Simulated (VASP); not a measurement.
# HfMoC2 (P4/mmm) in VASP: a series of runs

The runs below take HfMoC2 through single point, with revPBE, BLYP, r2SCAN.

Everything below comes from runs of VASP 6.6.1. Logs are shortened: lines on timing, memory, paths and dates and some standing lists are left out, and cuts for length are marked.

## Step 1: The cell of the first run

The structure is tetragonal, space group P4/mmm (No. 123). The conventional cell has a = 3.191 Å, b = 3.191 Å, c = 4.485 Å, α = 90.00°, β = 90.00°, γ = 90.00°. Hf (site symmetry 4/mmm) has 6 C at 2.24 to 2.26 Å within 3.0 Å. Within 3.0 Å of Mo (site symmetry 4/mmm) lie 6 C at 2.24 to 2.26 Å. Within 3.0 Å of C (site symmetry 4/mmm) lie 2 Mo at 2.24 Å and 4 Hf at 2.26 Å. C (site symmetry 4/mmm) has 2 Hf at 2.24 Å and 4 Mo at 2.26 Å within 3.0 Å.

## Step 2: Single point, revPBE

INCAR reads:

```
SYSTEM = HfMoC2
PREC     = Accurate       ! precision mode
ENCUT    = 520            ! plane-wave cutoff, eV
EDIFF    = 1E-7           ! SCF threshold, eV
ISMEAR   = -1             ! smearing method
SIGMA    = 0.05           ! smearing width, eV
LREAL    = .FALSE.        ! projectors in reciprocal space
LASPH    = .TRUE.         ! aspherical terms in the spheres
NELM     = 100            ! most SCF steps
ALGO     = Normal         ! electronic algorithm
ISIF     = 2              ! what is computed and relaxed
LWAVE    = .FALSE.        ! write WAVECAR
LCHARG   = .FALSE.        ! write CHGCAR
GGA      = RE             ! functional
NBANDS   = 24             ! bands
```

KPOINTS reads:

```
Automatic mesh
0
G
  5 5 4
  0 0 0
```

POSCAR reads:

```
HfMoC2
1.0
    3.1914230000      0.0000000000      0.0000000000
    0.0000000000      3.1914230000      0.0000000000
    0.0000000000      0.0000000000      4.4851640000
Hf Mo C
1 1 2
Direct
    0.0000000000      0.0000000000      0.0000000000
    0.5000000000      0.5000000000      0.5000000000
    0.5000000000      0.5000000000      0.0000000000
    0.0000000000      0.0000000000      0.5000000000
```

Potentials or basis: VASP PAW PBE potentials, release 64 (Hf_pv, Mo_sv, C).

The run is started by

```sh
$ cat potpaw_PBE.64/Hf_pv/POTCAR potpaw_PBE.64/Mo_sv/POTCAR potpaw_PBE.64/C/POTCAR > POTCAR
$ mpirun -np 1 vasp_std > vasp.out
```

OUTCAR:

```text
SYSTEM = HfMoC2
   PREC = Accurate
   ENCUT = 520
   EDIFF = 1E-7
   ISMEAR = -1
   LREAL = .FALSE.
   LASPH = .TRUE.
   NELM = 100
   ISIF = 2
   GGA = RE

 ion  position               nearest neighbor table
   1  0.000  0.000  0.000-   4 2.24   4 2.24   3 2.26   3 2.26   3 2.26   3 2.26   2 3.18   2 3.18
                             2 3.18   2 3.18   2 3.18   2 3.18   2 3.18   2 3.18
   2  0.500  0.500  0.500-   3 2.24   3 2.24   4 2.26   4 2.26   4 2.26   4 2.26   1 3.18   1 3.18
                             1 3.18   1 3.18   1 3.18   1 3.18   1 3.18   1 3.18
   3  0.500  0.500  0.000-   2 2.24   2 2.24   1 2.26   1 2.26   1 2.26   1 2.26
   4  0.000  0.000  0.500-   1 2.24   1 2.24   2 2.26   2 2.26   2 2.26   2 2.26

  LATTYP: Found a simple tetragonal cell.
 ALAT       =     3.1914230000
 C/A-ratio  =     1.4053806092

  Lattice vectors:

 A1 = (   3.1914230000,   0.0000000000,   0.0000000000)
 A2 = (   0.0000000000,   3.1914230000,   0.0000000000)
 A3 = (   0.0000000000,   0.0000000000,   4.4851640000)

Analysis of symmetry for initial positions (statically):
=====================================================================
 Subroutine PRICEL returns:
 Original cell was already a primitive cell.

 Routine SETGRP: Setting up the symmetry group for a
 simple tetragonal supercell.

 Subroutine GETGRP returns: Found 16 space group operations
 (whereof 16 operations were pure point group operations)
 out of a pool of 16 trial point group operations.

The static configuration has the point symmetry D_4h.

Analysis of symmetry for dynamics (positions and initial velocities):
=====================================================================
 Subroutine PRICEL returns:
 Original cell was already a primitive cell.

 Routine SETGRP: Setting up the symmetry group for a
 simple tetragonal supercell.

 Subroutine GETGRP returns: Found 16 space group operations
 (whereof 16 operations were pure point group operations)
 out of a pool of 16 trial point group operations.

The dynamic configuration has the point symmetry D_4h.

 Subroutine INISYM returns: Found 16 space group operations
 (whereof 16 operations are pure point group operations),
 and found     1 'primitive' translations

----------------------------------------------------------------------------------------

                                     Primitive cell

  volume of cell :      45.6822

  direct lattice vectors                    reciprocal lattice vectors
     3.191423000  0.000000000  0.000000000     0.313339849  0.000000000  0.000000000
     0.000000000  3.191423000  0.000000000     0.000000000  0.313339849  0.000000000
     0.000000000  0.000000000  4.485164000     0.000000000  0.000000000  0.222957288

  length of vectors
     3.191423000  3.191423000  4.485164000     0.313339849  0.313339849  0.222957288

  position of ions in fractional coordinates (direct lattice)
     0.000000000  0.000000000  0.000000000
     0.500000000  0.500000000  0.500000000
     0.500000000  0.500000000  0.000000000
     0.000000000  0.000000000  0.500000000

  ion indices of the primitive-cell ions
   primitive index   ion index
                 1           1
                 2           2
                 3           3
                 4           4

----------------------------------------------------------------------------------------

 KPOINTS: Automatic mesh

Automatic generation of k-mesh.
 Grid dimensions read from file:
 generate k-points for:    5    5    4

 Generating k-lattice:

  Cartesian coordinates                     Fractional coordinates (reciprocal lattice)
     0.062667970  0.000000000  0.000000000     0.200000000  0.000000000  0.000000000
     0.000000000  0.062667970  0.000000000     0.000000000  0.200000000  0.000000000
     0.000000000  0.000000000  0.055739322     0.000000000  0.000000000  0.250000000

  Length of vectors
     0.062667970  0.062667970  0.055739322

  Shift w.r.t. Gamma in fractional coordinates (k-lattice)
     0.000000000  0.000000000  0.000000000

 Subroutine IBZKPT returns following result:
 ===========================================

 Found     18 irreducible k-points:

 Following reciprocal coordinates:
            Coordinates               Weight
  0.000000  0.000000  0.000000      1.000000
  0.200000  0.000000  0.000000      4.000000
  0.400000  0.000000  0.000000      4.000000
  0.200000  0.200000  0.000000      4.000000
  0.400000  0.200000  0.000000      8.000000
  0.400000  0.400000  0.000000      4.000000
[... 10 lines left out ...]
  0.400000  0.200000  0.500000      8.000000
  0.400000  0.400000  0.500000      4.000000
   k-points           NKPTS =     18   k-points in BZ     NKDIM =     18   number of bands    NBANDS=     24
   number of dos      NEDOS =    301   number of ions     NIONS =      4
   total plane-waves  NPLWV =  20736
   dimension x,y,z NGX =    24 NGY =   24 NGZ =   36
   dimension x,y,z NGXF=    48 NGYF=   48 NGZF=   72
   ions per type =               1   1   2
   NGX,Y,Z   is equivalent  to a cutoff of  12.50, 12.50, 13.34 a.u.
   NGXF,Y,Z  is equivalent  to a cutoff of  25.00, 25.00, 26.69 a.u.
 SYSTEM =  HfMoC2
   PREC   = accura    normal or accurate (medium, high low for compatibility)
   ISTART =      0    job   : 0-new  1-cont  2-samecut
   ICHARG =      2    charge: 1-file 2-atom 10-const
   ISPIN  =      1    spin polarized calculation?
   LNONCOLLINEAR =      F non collinear calculations
   LSORBIT =      F    spin-orbit coupling
   LASPH  =      T    aspherical Exc in radial PAW
   ENCUT  =  520.0 eV  38.22 Ry    6.18 a.u.   5.93  5.93  8.34*2*pi/ulx,y,z
   NELM   =    100;   NELMIN=  2; NELMDL= -5     # of ELM steps
   EDIFF  = 0.1E-06   stopping-criterion for ELM
   LREAL  =      F    real-space projection
   EDIFFG = 0.1E-05   stopping-criterion for IOM
   NSW    =      0    number of steps for IOM
   IBRION =     -1    ionic relax: 0-MD 1-quasi-New 2-CG
   NFREE  =      0    steps in history (QN), initial steepest desc. (CG)
   ISIF   =      2    stress and relaxation
   ISYM   =      2    0-nonsym 1-usesym 2-fastsym
   POTIM  = 0.5000    time-step for ionic-motion
   TEBEG  =    0.0;   TEEND  =   0.0 temperature during run
   PSTRESS=    0.0 pullay stress
   NELECT =      32.0000    total number of electrons
   NUPDOWN=      -1.0000    fix difference up-down
   EMIN   =  10.00;   EMAX   =-10.00  energy-range for DOS
   EFERMI =   0.00;   METHOD = LEGACY
   ISMEAR =    -1;   SIGMA  =   0.05  broadening in eV -4-tet -1-fermi 0-gaus
   EFERMI_NEDOS =   21; number of points for ismear=-14 and -15
   IALGO  =     38    algorithm
   IMIX   =      4    mixing-type and parameters
     AMIX     =   0.40;   BMIX     =  1.00
     AMIX_MAG =   1.60;   BMIX_MAG =  1.00
  volume/ion in A,a.u.               =      11.42        77.07
  Fermi-wavevector in a.u.,A,eV,Ry     =   1.453927  2.747523 28.761388  2.113902
  Thomas-Fermi vector in A             =   2.571136
   LORBIT       =      0    0 simple, 1 ext, 2 COOP (PROOUT), +10 PAW based schemes
   GGA     = RE    functional components
   LHFCALC =     F    Hartree Fock is set to
   AEXX    =    0.0000 exact exchange contribution
   IVDW    =     0    specifies the selected vdW correction
   LEPSILON=     F    determine dielectric tensor
   LRPA    =     F    only Hartree local field effects (RPA)
 non-spin polarized calculation
  energy-cutoff  :      520.00
  volume of cell :       45.68
 maximum number of plane-waves:      1246
 NGX is ok and might be reduce to    24
   NGX = 11   NGY = 11   NGZ = 17

 number of electron      32.0000000 magnetization

 Free energy of the ion-electron system (eV)
  ---------------------------------------------------
  ext. energy  EPLUGINS =         0.00000000
  ---------------------------------------------------
  free energy    TOTEN  =       -39.17920881 eV

  energy without entropy =      -39.16862383  energy(sigma->0) =      -39.17391632

 E-fermi :   9.5427     XC(G=0): -12.8673

 val. band max:        9.2235794888   @ k =   0.4000   0.4000   0.2500
 cond. band min:       9.5444748930   @ k =   0.0000   0.0000   0.0000
 fundamental gap:      0.3208954042
 Fermi energy:         9.5427343973

 k-point     1 :       0.0000    0.0000    0.0000
  band No.  band energies     occupation
      1     -52.6246      2.00000
      2     -26.6478      2.00000
      3     -26.6272      2.00000
      4     -26.6272      2.00000
      5     -20.9038      2.00000
      6     -20.5955      2.00000
[... 16 lines left out ...]
     23      14.0846      0.00000
     24      14.0846      0.00000

 k-point     2 :       0.2000    0.0000    0.0000
  band No.  band energies     occupation
      1     -52.6185      2.00000
      2     -26.7137      2.00000
      3     -26.6361      2.00000
      4     -26.6158      2.00000
      5     -20.8942      2.00000
      6     -20.7772      2.00000
[... 16 lines left out ...]
     23      14.0253      0.00000
     24      16.3492      0.00000

 k-point     3 :       0.4000    0.0000    0.0000
  band No.  band energies     occupation
      1     -52.6085      2.00000
      2     -26.8511      2.00000
      3     -26.6170      2.00000
      4     -26.5974      2.00000
      5     -21.0577      2.00000
      6     -20.8786      2.00000
[... 16 lines left out ...]
     23      15.8164      0.00000
     24      16.1787      0.00000

 k-point     4 :       0.2000    0.2000    0.0000
  band No.  band energies     occupation
      1     -52.6123      2.00000
      2     -26.7035      2.00000
      3     -26.7003      2.00000
      4     -26.6256      2.00000
      5     -20.8820      2.00000
      6     -20.7621      2.00000
[... 16 lines left out ...]
     23      13.7293      0.00000
     24      16.1469      0.00000

 k-point     5 :       0.4000    0.2000    0.0000
  band No.  band energies     occupation
      1     -52.6024      2.00000
      2     -26.8386      2.00000
      3     -26.6828      2.00000
      4     -26.6086      2.00000
      5     -21.0225      2.00000
      6     -20.8622      2.00000
[... 16 lines left out ...]
     23      14.6447      0.00000
     24      16.5274      0.00000

 k-point     6 :       0.4000    0.4000    0.0000
  band No.  band energies     occupation
      1     -52.5925      2.00000
      2     -26.8189      2.00000
      3     -26.8178      2.00000
      4     -26.5950      2.00000
      5     -20.9692      2.00000
      6     -20.9603      2.00000
[... 16 lines left out ...]
     23      15.9091      0.00000
     24      16.6606      0.00000
[... 217 lines left out ...]
 k-point    15 :       0.4000    0.0000    0.5000
  band No.  band energies     occupation
      1     -52.6085      2.00000
      2     -26.8582      2.00000
      3     -26.6298      2.00000
      4     -26.5967      2.00000
      5     -21.0347      2.00000
      6     -20.8807      2.00000
[... 16 lines left out ...]
     23      16.4927      0.00000
     24      16.6100      0.00000

 k-point    16 :       0.2000    0.2000    0.5000
  band No.  band energies     occupation
      1     -52.6124      2.00000
      2     -26.7071      2.00000
      3     -26.6979      2.00000
      4     -26.6310      2.00000
      5     -20.9033      2.00000
      6     -20.7494      2.00000
[... 16 lines left out ...]
     23      15.6090      0.00000
     24      16.3524      0.00000

 k-point    17 :       0.4000    0.2000    0.5000
  band No.  band energies     occupation
      1     -52.6024      2.00000
      2     -26.8421      2.00000
      3     -26.6813      2.00000
      4     -26.6194      2.00000
      5     -21.0099      2.00000
      6     -20.8705      2.00000
[... 16 lines left out ...]
     23      16.4225      0.00000
     24      17.5510      0.00000

 k-point    18 :       0.4000    0.4000    0.5000
  band No.  band energies     occupation
      1     -52.5925      2.00000
      2     -26.8175      2.00000
      3     -26.8141      2.00000
      4     -26.6024      2.00000
      5     -20.9705      2.00000
      6     -20.9679      2.00000
[... 16 lines left out ...]
     23      15.9253      0.00000
     24      17.0690      0.00000

------------------------ aborting loop because EDIFF is reached ----------------------------------------

  FORCE on cell =-STRESS in cart. coord.  units (eV):
  Direction    XX          YY          ZZ          XY          YZ          ZX
  --------------------------------------------------------------------------------------
  -------------------------------------------------------------------------------------
  Total       -0.0950181     -0.0950181      1.8185665      0.0000000     -0.0000000      0.0000000
  in kB       -3.3324961     -3.3324961     63.7812016      0.0000000     -0.0000000      0.0000000
  external PRESSURE =      19.0387365 kB  Pullay stress =       0.0000000 kB

 VOLUME and BASIS-vectors are now :
 -----------------------------------------------------------------------------
  energy-cutoff  :      520.00
  volume of cell :       45.68
      direct lattice vectors                 reciprocal lattice vectors
     3.191423000  0.000000000  0.000000000     0.313339849  0.000000000  0.000000000
     0.000000000  3.191423000  0.000000000     0.000000000  0.313339849  0.000000000
     0.000000000  0.000000000  4.485164000     0.000000000  0.000000000  0.222957288

 POSITION                                       TOTAL-FORCE (eV/Angst)
 -----------------------------------------------------------------------------------
      0.00000      0.00000      0.00000         0.000000      0.000000      0.000000
      1.59571      1.59571      2.24258         0.000000      0.000000      0.000000
      1.59571      1.59571      0.00000         0.000000      0.000000      0.000000
      0.00000      0.00000      2.24258         0.000000      0.000000      0.000000
 -----------------------------------------------------------------------------------
    total drift:                                0.000000     -0.000000     -0.000000

  FREE ENERGIE OF THE ION-ELECTRON SYSTEM (eV)
  ---------------------------------------------------
  free  energy   TOTEN  =       -39.1792088135 eV

  energy  without entropy=      -39.1686238272  energy(sigma->0) =      -39.17391632
```

Run time: 34 s. Hardware: 1 thread of Intel Xeon 8259CL, shared host; peak memory 0.17 GiB.

Results:

```
Free energy            : -39.1792 eV
Pressure               : 1.9 GPa
Band gap on the k mesh : zero (band 16 reaches 10.35 eV, above the bottom of band 17 at 8.15 eV)
```

Caveat: the k points lie up to 0.39 Å⁻¹ apart; the PAW data sets were made with another functional, which shifts forces and pressure a little; spin-orbit coupling is left out, which moves the levels of the heavy elements.

(Part 1 of 2 ends here.)
